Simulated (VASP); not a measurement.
# Pt (Fm-3m) in VASP: notebook

The runs below take Pt through single point, relaxation of cell and atoms, with PBE.

Everything below comes from runs of VASP 6.6.1. Logs are shortened: lines on timing, memory, paths and dates and some standing lists are left out, and cuts for length are marked.

## (1) The cell of the first run

It takes space group Fm-3m (No. 225, cubic). The conventional cell has a = 4.073 Å, b = 4.073 Å, c = 4.073 Å, α = 90.00°, β = 90.00°, γ = 90.00°. Pt (site symmetry m-3m) has 12 Pt at 2.88 Å within 3.8 Å.

## (2) Single point, PBE

INCAR

```
PREC = Accurate
ENCUT = 500
EDIFF = 1E-6
ISMEAR = -1
SIGMA = 1.0
LREAL = False
LASPH = True
NELM = 120
ALGO = Normal
ISIF = 2
LWAVE = False
LCHARG = False
GGA = PE
NBANDS = 11
GGA_COMPAT = False
```

KPOINTS

```
regular mesh
0
Gamma
  17 17 17
```

POSCAR

```
Pt
1.0
    0.0000000000      2.0364633938      2.0364633938
    2.0364633938      0.0000000000      2.0364633938
    2.0364633938      2.0364633938      0.0000000000
Pt
1
Direct
    0.0000000000      0.0000000000      0.0000000000
```

Potentials or basis: VASP PAW PBE potentials, release 64 (Pt).

Started as:

```sh
cat potpaw_PBE.64/Pt/POTCAR > POTCAR
mpirun -np 1 vasp_std > vasp.out
```

OUTCAR:

```text
PREC = Accurate
   ENCUT = 500
   EDIFF = 1E-6
   ISMEAR = -1
   LREAL = False
   LASPH = True
   NELM = 120
   ISIF = 2
   GGA = PE

 ion  position               nearest neighbor table
   1  0.000  0.000  0.000-

  LATTYP: Found a face centered cubic cell.
 ALAT       =     4.0729267876

  Lattice vectors:

 A1 = (   0.0000000000,   2.0364633938,   2.0364633938)
 A2 = (   2.0364633938,   0.0000000000,   2.0364633938)
 A3 = (   2.0364633938,   2.0364633938,   0.0000000000)

Analysis of symmetry for initial positions (statically):
=====================================================================
 Subroutine PRICEL returns:
 Original cell was already a primitive cell.

 Routine SETGRP: Setting up the symmetry group for a
 face centered cubic supercell.

 Subroutine GETGRP returns: Found 48 space group operations
 (whereof 48 operations were pure point group operations)
 out of a pool of 48 trial point group operations.

The static configuration has the point symmetry O_h .

Analysis of symmetry for dynamics (positions and initial velocities):
=====================================================================
 Subroutine PRICEL returns:
 Original cell was already a primitive cell.

 Routine SETGRP: Setting up the symmetry group for a
 face centered cubic supercell.

 Subroutine GETGRP returns: Found 48 space group operations
 (whereof 48 operations were pure point group operations)
 out of a pool of 48 trial point group operations.

The dynamic configuration has the point symmetry O_h .

 Subroutine INISYM returns: Found 48 space group operations
 (whereof 48 operations are pure point group operations),
 and found     1 'primitive' translations

----------------------------------------------------------------------------------------

                                     Primitive cell

  volume of cell :      16.8912

  direct lattice vectors                    reciprocal lattice vectors
     0.000000000  2.036463394  2.036463394    -0.245523687  0.245523687  0.245523687
     2.036463394  0.000000000  2.036463394     0.245523687 -0.245523687  0.245523687
     2.036463394  2.036463394  0.000000000     0.245523687  0.245523687 -0.245523687

  length of vectors
     2.879994151  2.879994151  2.879994151     0.425259500  0.425259500  0.425259500

  position of ions in fractional coordinates (direct lattice)
     0.000000000  0.000000000  0.000000000

  ion indices of the primitive-cell ions
   primitive index   ion index
                 1           1

----------------------------------------------------------------------------------------

 KPOINTS: regular mesh

Automatic generation of k-mesh.
 Grid dimensions read from file:
 generate k-points for:   17   17   17

 Generating k-lattice:

  Cartesian coordinates                     Fractional coordinates (reciprocal lattice)
    -0.014442570  0.014442570  0.014442570     0.058823529  0.000000000  0.000000000
     0.014442570 -0.014442570  0.014442570     0.000000000  0.058823529  0.000000000
     0.014442570  0.014442570 -0.014442570     0.000000000  0.000000000  0.058823529

  Length of vectors
     0.025015265  0.025015265  0.025015265

  Shift w.r.t. Gamma in fractional coordinates (k-lattice)
     0.000000000  0.000000000  0.000000000

 Subroutine IBZKPT returns following result:
 ===========================================

 Found    165 irreducible k-points:

 Following reciprocal coordinates:
            Coordinates               Weight
  0.000000  0.000000  0.000000      1.000000
  0.058824  0.000000  0.000000      8.000000
  0.117647  0.000000  0.000000      8.000000
  0.176471  0.000000  0.000000      8.000000
  0.235294  0.000000  0.000000      8.000000
  0.294118  0.000000  0.000000      8.000000
[... 16 lines left out ...]
 -0.176471  0.058824  0.000000     24.000000
 -0.117647  0.058824  0.000000     24.000000
 [... further k-points ...]
   k-points           NKPTS =    165   k-points in BZ     NKDIM =    165   number of bands    NBANDS=     11
   number of dos      NEDOS =    301   number of ions     NIONS =      1
   total plane-waves  NPLWV =  13824
   dimension x,y,z NGX =    24 NGY =   24 NGZ =   24
   dimension x,y,z NGXF=    48 NGYF=   48 NGZF=   48
   ions per type =               1
   NGX,Y,Z   is equivalent  to a cutoff of  13.85, 13.85, 13.85 a.u.
   NGXF,Y,Z  is equivalent  to a cutoff of  27.71, 27.71, 27.71 a.u.
 SYSTEM =  unknown system
   PREC   = accura    normal or accurate (medium, high low for compatibility)
   ISTART =      0    job   : 0-new  1-cont  2-samecut
   ICHARG =      2    charge: 1-file 2-atom 10-const
   ISPIN  =      1    spin polarized calculation?
   LNONCOLLINEAR =      F non collinear calculations
   LSORBIT =      F    spin-orbit coupling
   LASPH  =      T    aspherical Exc in radial PAW
   ENCUT  =  500.0 eV  36.75 Ry    6.06 a.u.   5.25  5.25  5.25*2*pi/ulx,y,z
   NELM   =    120;   NELMIN=  2; NELMDL= -5     # of ELM steps
   EDIFF  = 0.1E-05   stopping-criterion for ELM
   LREAL  =      F    real-space projection
[... 7 lines left out ...]
   TEBEG  =    0.0;   TEEND  =   0.0 temperature during run
   PSTRESS=    0.0 pullay stress
   NELECT =      10.0000    total number of electrons
   NUPDOWN=      -1.0000    fix difference up-down
   EMIN   =  10.00;   EMAX   =-10.00  energy-range for DOS
   EFERMI =   0.00;   METHOD = LEGACY
   ISMEAR =    -1;   SIGMA  =   1.00  broadening in eV -4-tet -1-fermi 0-gaus
   EFERMI_NEDOS =   21; number of points for ismear=-14 and -15
   IALGO  =     38    algorithm
   IMIX   =      4    mixing-type and parameters
     AMIX     =   0.40;   BMIX     =  1.00
     AMIX_MAG =   1.60;   BMIX_MAG =  1.00
  volume/ion in A,a.u.               =      16.89       113.99
  Fermi-wavevector in a.u.,A,eV,Ry     =   1.374638  2.597688 25.709958  1.889629
  Thomas-Fermi vector in A             =   2.500046
   LORBIT       =      0    0 simple, 1 ext, 2 COOP (PROOUT), +10 PAW based schemes
   GGA     = PE    functional components
   LHFCALC =     F    Hartree Fock is set to
   AEXX    =    0.0000 exact exchange contribution
   IVDW    =     0    specifies the selected vdW correction
   LEPSILON=     F    determine dielectric tensor
   LRPA    =     F    only Hartree local field effects (RPA)
 non-spin polarized calculation
  energy-cutoff  :      500.00
  volume of cell :       16.89
 maximum number of plane-waves:       444
 NGX is ok and might be reduce to    24

 number of electron      10.0000000 magnetization

 Free energy of the ion-electron system (eV)
  ---------------------------------------------------
  ext. energy  EPLUGINS =         0.00000000
  ---------------------------------------------------
  free energy    TOTEN  =        -7.69448474 eV

  energy without entropy =       -4.86610171  energy(sigma->0) =       -6.28029323

 E-fermi :   9.9633     XC(G=0): -12.8269

 val. band max:        9.8753057300   @ k =   0.4706   0.0588   0.0000
 cond. band min:      10.0867098924   @ k =   0.4706   0.1176   0.0588
 fundamental gap:      0.2114041624
 Fermi energy:         9.9632691503

 k-point     1 :       0.0000    0.0000    0.0000
  band No.  band energies     occupation
      1       0.2175      1.99988
      2       6.0674      1.96016
      3       6.0674      1.96016
      4       6.0674      1.96016
      5       7.8300      1.78818
      6       7.8300      1.78818
      7      24.1145      0.00000
      8      28.4220      0.00000
      9      28.4220      0.00000
     10      28.4220      0.00000
     11      33.3620      0.00000

 k-point     2 :       0.0588    0.0000    0.0000
  band No.  band energies     occupation
      1       0.3425      1.99987
      2       6.0173      1.96207
      3       6.1144      1.95828
      4       6.1144      1.95828
      5       7.8058      1.79273
      6       7.8058      1.79273
      7      24.2902      0.00000
      8      27.6867      0.00000
      9      28.5959      0.00000
     10      28.5959      0.00000
     11      34.0837      0.00000

 k-point     3 :       0.1176    0.0000    0.0000
  band No.  band energies     occupation
      1       0.7062      1.99981
      2       5.8908      1.96650
      3       6.2348      1.95307
      4       6.2348      1.95307
      5       7.7581      1.80143
      6       7.7581      1.80143
      7      24.7385      0.00000
      8      26.1763      0.00000
      9      29.0937      0.00000
     10      29.0937      0.00000
     11      34.0977      0.00000

 k-point     4 :       0.1765    0.0000    0.0000
  band No.  band energies     occupation
      1       1.2677      1.99967
      2       5.7593      1.97057
      3       6.3592      1.94702
      4       6.3592      1.94702
      5       7.7653      1.80013
      6       7.7653      1.80013
      7      24.2723      0.00000
      8      25.3788      0.00000
      9      29.8269      0.00000
     10      29.8269      0.00000
     11      32.4849      0.00000
[... 239 lines left out ...]
 k-point    22 :      -0.2353    0.0588    0.0000
  band No.  band energies     occupation
      1       2.2538      1.99910
      2       5.6958      1.97235
      3       6.3780      1.94604
      4       6.4461      1.94234
      5       7.7477      1.80328
      6       8.3582      1.66546
      7      21.6895      0.00002
      8      25.4539      0.00000
      9      28.8914      0.00000
     10      30.8542      0.00000
     11      32.0979      0.00000

 k-point    23 :      -0.1765    0.0588    0.0000
  band No.  band energies     occupation
      1       1.5892      1.99954
      2       5.6518      1.97353
      3       6.4173      1.94394
      4       6.4495      1.94216
      5       7.5501      1.83565
      6       8.0528      1.74215
      7      23.7118      0.00000
      8      25.5456      0.00000
      9      28.8804      0.00000
     10      31.0446      0.00000
     11      31.2570      0.00000

 k-point    24 :      -0.1176    0.0588    0.0000
  band No.  band energies     occupation
      1       0.9808      1.99975
      2       5.7734      1.97016
      3       6.3207      1.94897
      4       6.3450      1.94775
      5       7.5739      1.83203
      6       7.9025      1.77407
      7      25.0109      0.00000
      8      25.6071      0.00000
      9      28.4953      0.00000
     10      29.9600      0.00000
     11      32.9725      0.00000

 [... further k-points ...]

------------------------ aborting loop because EDIFF is reached ----------------------------------------

  FORCE on cell =-STRESS in cart. coord.  units (eV):
  Direction    XX          YY          ZZ          XY          YZ          ZX
  --------------------------------------------------------------------------------------
  -------------------------------------------------------------------------------------
  Total       -0.0400573     -0.0400573     -0.0400573      0.0000000      0.0000000     -0.0000000
  in kB       -3.7995568     -3.7995568     -3.7995568      0.0000000      0.0000000     -0.0000000
  external PRESSURE =      -3.7995568 kB  Pullay stress =       0.0000000 kB

 VOLUME and BASIS-vectors are now :
 -----------------------------------------------------------------------------
  energy-cutoff  :      500.00
  volume of cell :       16.89
      direct lattice vectors                 reciprocal lattice vectors
     0.000000000  2.036463394  2.036463394    -0.245523687  0.245523687  0.245523687
     2.036463394  0.000000000  2.036463394     0.245523687 -0.245523687  0.245523687
     2.036463394  2.036463394  0.000000000     0.245523687  0.245523687 -0.245523687

 POSITION                                       TOTAL-FORCE (eV/Angst)
 -----------------------------------------------------------------------------------
      0.00000      0.00000      0.00000         0.000000      0.000000     -0.000000
 -----------------------------------------------------------------------------------
    total drift:                               -0.000000      0.000000     -0.000000

  FREE ENERGIE OF THE ION-ELECTRON SYSTEM (eV)
  ---------------------------------------------------
  free  energy   TOTEN  =        -7.6944847419 eV

  energy  without entropy=       -4.8661017147  energy(sigma->0) =       -6.28029323
```

Run time: 41 s. Hardware: 1 thread of Intel Xeon 8259CL, shared host; peak memory 0.16 GiB.

What came out:

```
Free energy            : -7.6945 eV
Pressure               : -0.4 GPa
Band gap on the k mesh : zero (bands 5 and 6 overlap by 1.81 eV)
```

Caveat: so wide a smearing shifts energies and pressures; spin-orbit coupling is left out, which moves the levels of the heavy elements.

## (3) Relaxation of cell and atoms, PBE

This run uses another cell than the first one, of 15.33 Å³/atom.

INCAR

```
PREC = Accurate
ENCUT = 500
EDIFF = 1E-7
ISMEAR = -1
SIGMA = 1.0
LREAL = F
LASPH = T
NELM = 120
ALGO = Normal
ISIF = 3
LWAVE = F
LCHARG = F
GGA = PE
IBRION = 2
NSW = 80
EDIFFG = -0.005
GGA_COMPAT = F
NELMIN = 4
```

KPOINTS is that of step 2.

POSCAR

```
Pt
1.0
    0.0000000000      1.9715752000      1.9715752000
    1.9715752000      0.0000000000      1.9715752000
    1.9715752000      1.9715752000      0.0000000000
Pt
1
Direct
    0.0000000000      0.0000000000      0.0000000000
```

Potentials or basis: VASP PAW PBE potentials, release 64 (Pt).

Started as:

```sh
cat potpaw_PBE.64/Pt/POTCAR > POTCAR
mpirun -np 1 vasp_std > vasp.out
```

It took 3.7 min on 1 thread of Intel Xeon 8259CL, shared host; peak memory 0.16 GiB.

Results (log left out):

```yaml
Free_energy: -7.6936 eV
Relaxed_volume: 16.86 Å³/atom
Relaxed_cell: a = 2.878 Å, b = 2.878 Å, c = 2.878 Å, α = 60.00°, β = 60.00°, γ = 60.00°
Space_group_after_relaxing_to_0.1_Å: Fm-3m (No. 225)
Energy_gained_by_relaxing: 88.7 meV/atom
Ionic_steps: 19
Pressure_after_relaxing: 0.0 GPa
Band_gap_on_the_k_mesh: zero (bands 5 and 6 overlap by 1.81 eV)
```

The path:
```csv
step,energy change (eV),largest force (eV/Å),pressure (GPa),volume (Å³)
1,0.0000,0.0000,20.76,15.33
2,0.1279,0.0000,-16.82,20.17
3,-0.0884,0.0000,-0.90,16.95
4,-0.0887,0.0000,-0.18,16.88
5,-0.0887,0.0000,0.13,16.84
6,-0.0887,0.0000,0.13,16.84
7,-0.0887,0.0000,0.13,16.85
8,-0.0887,0.0000,0.13,16.85
9,-0.0887,0.0000,0.13,16.85
10,-0.0887,0.0000,0.13,16.85
11,-0.0887,0.0000,0.13,16.85
12,-0.0887,0.0000,0.13,16.85
13,-0.0887,0.0000,0.13,16.85
14,-0.0887,0.0000,0.12,16.85
15,-0.0887,0.0000,0.12,16.85
16,-0.0887,0.0000,0.11,16.85
17,-0.0887,0.0000,0.09,16.85
18,-0.0887,0.0000,0.05,16.85
19,-0.0887,0.0000,-0.02,16.86
```

Final structure:
```cif
data_structure
_symmetry_space_group_name_H-M 'P 1'
_symmetry_Int_Tables_number 1
_cell_length_a 2.8783
_cell_length_b 2.8783
_cell_length_c 2.8783
_cell_angle_alpha 60.000
_cell_angle_beta 60.000
_cell_angle_gamma 60.000
_cell_volume 16.86
loop_
_atom_site_label
_atom_site_type_symbol
_atom_site_fract_x
_atom_site_fract_y
_atom_site_fract_z
_atom_site_occupancy
Pt1 Pt 0.00000 0.00000 0.00000 1
```

Levels at points of the mesh, in eV from the Fermi level:
```
           k point  band 1  band 2  band 3  band 4  band 5  band 6  band 7  band 8  band 9
(0.00, 0.00, 0.00)   -9.76   -3.90   -3.90   -3.90   -2.14   -2.14   14.15   18.47   18.47
```

Caveat: so wide a smearing shifts energies and pressures; spin-orbit coupling is left out, which moves the levels of the heavy elements.

## (4) Single point, PBE

This run uses another cell than the first one: it holds 16 atoms, not 1.

INCAR

```
ALGO = Normal
EDIFF = 1E-6
ENCUT = 500
GGA = PE
GGA_COMPAT = F
ISIF = 2
ISMEAR = -1
LASPH = T
LCHARG = F
LREAL = F
LWAVE = F
NBANDS = 94
NELM = 120
PREC = Accurate
SIGMA = 1.0
```

KPOINTS

```
k-points
0
Gamma
  3 3 3
```

POSCAR

```
Pt
1.0
   -4.0729267877      4.0729267877      4.0729267877
    4.0729267877     -4.0729267877      4.0729267877
    4.0729267877      4.0729267877     -4.0729267877
Pt
16
Direct
    0.0000000000      0.0000000000      0.0000000000
    0.0000000000      0.2500000000      0.7500000000
    0.0000000000      0.5000000000      0.5000000000
    0.0000000000      0.7500000000      0.2500000000
    0.2500000000      0.0000000000      0.7500000000
    0.2500000000      0.2500000000      0.5000000000
    0.2500000000      0.5000000000      0.2500000000
    0.2500000000      0.7500000000      0.0000000000
    0.5000000000      0.0000000000      0.5000000000
    0.5000000000      0.2500000000      0.2500000000
    0.5000000000      0.5000000000      0.0000000000
    0.5000000000      0.7500000000      0.7500000000
    0.7500000000      0.0000000000      0.2500000000
    0.7500000000      0.2500000000      0.0000000000
    0.7500000000      0.5000000000      0.7500000000
    0.7500000000      0.7500000000      0.5000000000
```

Started as:

```sh
cat potpaw_PBE.64/Pt/POTCAR > POTCAR
mpirun -np 1 vasp_std > vasp.out
```

Run time: 5.4 min. Hardware: 1 thread of Intel Xeon 8259CL, shared host; peak memory 0.41 GiB.

It converged, with:

```
Free energy            : -122.9097 eV
Pressure               : -0.8 GPa
Band gap on the k mesh : zero (bands 80 and 81 overlap by 0.39 eV)
```

Levels at points of the mesh, in eV from the Fermi level:
| k point | band 82 | band 83 | band 84 | band 85 | band 86 | band 87 | band 88 | band 89 | band 90 | band 91 |
| --- | --- | --- | --- | --- | --- | --- | --- | --- | --- | --- |
| (0.00, 0.00, 0.00) | 0.84 | 0.84 | 0.84 | 0.84 | 0.84 | 0.84 | 0.84 | 0.84 | 0.84 | 0.84 |

Caveat: the k points lie up to 0.36 Å⁻¹ apart; the highest band is partly filled, so the run has too few bands; so wide a smearing shifts energies and pressures; spin-orbit coupling is left out, which moves the levels of the heavy elements.

## (5) Summary

```csv
task,cell,k mesh,gap on the mesh (eV),pressure (GPa)
single point,"a = 2.880 Å, angles 60.0°, 1 atom, atomic positions A",17 × 17 × 17,none,-0.4
relaxation of cell and atoms,"relaxed from a = 2.788 Å, angles 60.0°, 1 atom, atomic positions A",17 × 17 × 17,none,0.0
single point,"a = 7.055 Å, angles 109.5°, 16 atoms, atomic positions B",3 × 3 × 3,none,-0.8
```

Alike in all rows: level PBE; potentials or basis VASP PAW PBE potentials, release 64 (Pt); no spin polarisation; cutoff (eV) 500; smearing fermi-dirac 1 eV.

Caveats: some runs use coarse meshes; so wide a smearing shifts energies and pressures; spin-orbit coupling is left out, which moves the levels of the heavy elements; the highest band is partly filled, so the run has too few bands (at least some runs).

Absolute energies hang on the potentials; compare differences alone.

The gap in the log of VASP goes by the Fermi energy; the results here count the filled bands.